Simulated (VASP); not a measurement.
## AlC: relaxation of cell and atoms with PBE

The system is AlC.

```
CELL_PARAMETERS angstrom
2.71811 0.00000 0.00000
0.00000 2.71811 0.00000
0.00000 0.00000 7.61260
ATOMIC_POSITIONS crystal
Al 0.00000 0.50000 0.88349
Al 0.50000 0.00000 0.11651
C 0.00000 0.50000 0.37325
C 0.50000 0.00000 0.62675
```

The cell was built from a structure type or drawn by symmetry, and may not be a known phase.

```json
{
 "Program": "VASP 6.6.1",
 "Task": "relaxation of cell and atoms",
 "Functional": "PBE",
 "Potentials or basis": "VASP PAW PBE potentials, release 64 (Al, C)",
 "Cutoff": "600 eV",
 "k mesh": "6 × 6 × 2",
 "Occupations": "gaussian, width 0.1 eV",
 "Spin": "no spin polarisation",
 "Dipole correction": "no",
 "Further INCAR settings": "ALGO = Normal; EDIFF = 1e-07; IBRION = 2; EDIFFG = -0.04; NSW = 90; ISIF = 3"
}
```

The relaxed volume is 9.75 Å³/atom. The relaxed cell is a = 3.043 Å, b = 3.043 Å, c = 4.213 Å, α = 90.00°, β = 90.00°, γ = 90.00°, the space group after relaxing (to 0.1 Å) is I4/mmm (No. 139) and the pressure after relaxing is 0.4 GPa. The largest force after relaxing is 0.031 eV/Å and the band gap on the k mesh is zero (bands 7 and 8 overlap by 4.91 eV).

Forces on the atoms (eV/Å):
```
Al   0.000  0.000 -0.006
Al   0.000  0.000  0.006
C    0.000  0.000  0.031
C    0.000  0.000 -0.031
```

Stress tensor (GPa, compression positive):
```
0.46 0.00 0.00
0.00 0.46 0.00
0.00 0.00 0.32
```

Final structure:
```xyz
4
Lattice="3.0431 0.0000 0.0000 0.0000 3.0431 0.0000 0.0000 0.0000 4.2127" Properties=species:S:1:pos:R:3 pbc="T T T"
Al    0.0000    1.5215    3.1592
Al    1.5215    0.0000    1.0535
C     0.0000    1.5215    1.0513
C     1.5215    0.0000    3.1614
```

Levels at points of the mesh, in eV from the Fermi level:
```tsv
k point	band 6	band 7	band 8	band 9	band 10	band 11
(0.00, 0.00, 0.00)	1.21	1.43	1.43	3.19	4.62	7.98
(0.50, 0.00, 0.00)	-3.27	0.12	0.12	7.14	7.14	10.60
(0.50, 0.50, 0.00)	-1.90	-1.59	-1.59	3.49	3.49	4.78
(0.00, 0.00, 0.50)	-0.59	-0.58	-0.58	6.63	6.63	6.84
(0.50, 0.00, 0.50)	0.24	0.32	0.32	6.85	6.85	8.82
(0.50, 0.50, 0.50)	-4.74	-3.48	-3.48	7.32	7.32	11.34
```

It took 11 min on 1 thread of Intel Xeon 8259CL, with other jobs on the host, peak memory 0.2 GiB.

Caveat: the k points lie up to 0.75 Å⁻¹ apart in the final cell, too coarse for converged energies and pressures of a metal; the volume moved by over 15 % at a fixed basis, so the end points are rough.
